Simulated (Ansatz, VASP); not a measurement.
## Sb in VASP and in Ansatz

File INCAR:

```
SYSTEM = Sb
  ALGO = Normal
  EDIFF = 1E-6
  ENCUT = 520
  GGA = PS
  ISIF = 2
  ISMEAR = -1
  LASPH = .True.
  LCHARG = .False.
  LREAL = .False.
  LWAVE = .False.
  NBANDS = 12
  NELM = 80
  PREC = Accurate
  SIGMA = 0.1
```

Contents of KPOINTS:

```
k-points
0
Gamma
  12 12 7
  0 0 0
```

The input POSCAR:

```
Sb
1.0
    3.4012713008      0.0000000000      0.0000000000
   -1.7006356504      2.9455873517      0.0000000000
    0.0000000000      0.0000000000      5.6242159543
Sb
2
Direct
    0.3333333333      0.6666666667      0.2500000000
    0.6666666667      0.3333333333      0.7500000000
```

Input for Ansatz:

```yaml
crystal:
  lattice:
    - [3.4012713008, 0.0, 0.0]
    - [-1.7006356504, 2.9455873517, 0.0]
    - [0.0, 0.0, 5.6242159543]
  atoms:
    - { symbol: Sb, position: [0.3333333333, 0.6666666667, 0.25] }
    - { symbol: Sb, position: [0.6666666667, 0.3333333333, 0.75] }
hamiltonian:
  xc: pbesol
  pseudopotentials:
    kind: paw
    azcp:
      Sb: "pseudopotentials/Sb.paw.azcp"
basis:
  ecutwfc: 420
  fft_grid_basis: typed
kpoints:
  mp_grid: { grid: [12, 12, 7], shift: [0, 0, 0] }
magnetization:
  spin_polarized: false
scf:
  occupations: { method: fermi_dirac, width: 0.1 }
  lower_state_search: "off"
output:
  stress: true
  write_density: true
  write_potential: true
  elf: true
  volumetric_format: npy
```

Alike in both runs: task single point; functional PBEsol; k mesh 12 × 12 × 7; occupations fermi-dirac, width 0.1 eV; no spin polarisation.

|  | VASP | Ansatz |
| --- | --- | --- |
| version | VASP 6.6.1 | Ansatz 0.2.0 |
| potentials or method | VASP PAW PBE potentials, release 64 (Sb), cutoff 520 eV | plane waves (420 eV) with PAW, scalar-relativistic |
| valence electrons in the cell | 10 | 30 |

```tsv
	VASP	Ansatz	Ansatz less VASP
pressure (GPa)	-4.2	-4.2	+0.05
```

VASP's potentials were made for PBE, not for PBEsol, and Ansatz warns of the same on its side. With one functional, cell and mesh, what is left measures potentials, basis and numerics. VASP's potentials hold 10 valence electrons a cell and Ansatz's 30, so a difference there can come from the potentials and not from the codes.

Spin-orbit coupling is off throughout.
